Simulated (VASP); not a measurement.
Input of a VASP 6.6.1 run:

File INCAR:

```
SYSTEM = AlNi
PREC = Accurate
ENCUT = 520
EDIFF = 1E-7
ISMEAR = 0
SIGMA = 0.15
LREAL = .FALSE.
LASPH = .TRUE.
NELM = 80
ALGO = Normal
ISIF = 2
LWAVE = .FALSE.
LCHARG = .FALSE.
GGA = PE
NBANDS = 14
```

The input KPOINTS:

```
regular mesh
0
G
  16 16 16
  0 0 0
```

The input POSCAR:

```
AlNi
1.0
    2.6505200000      0.0000000000      0.0000000000
    0.0000000000      2.6505200000      0.0000000000
    0.0000000000      0.0000000000      2.6505200000
Al Ni
1 1
Direct
    0.0000000000      0.0000000000      0.0000000000
    0.5000000000      0.5000000000      0.5000000000
```

Potentials or basis: VASP PAW PBE potentials, release 64 (Al, Ni).

Launch:

```bash
$ cat potpaw_PBE.64/Al/POTCAR potpaw_PBE.64/Ni/POTCAR > POTCAR
$ mpirun -np 1 vasp_std > vasp.out
```

(1) What does it give for the pressure?

Answers

(1) 73.6 GPa.

Caveat: the cell differs from its parent crystal (strain -0.080 along x and y, -0.080 along z).
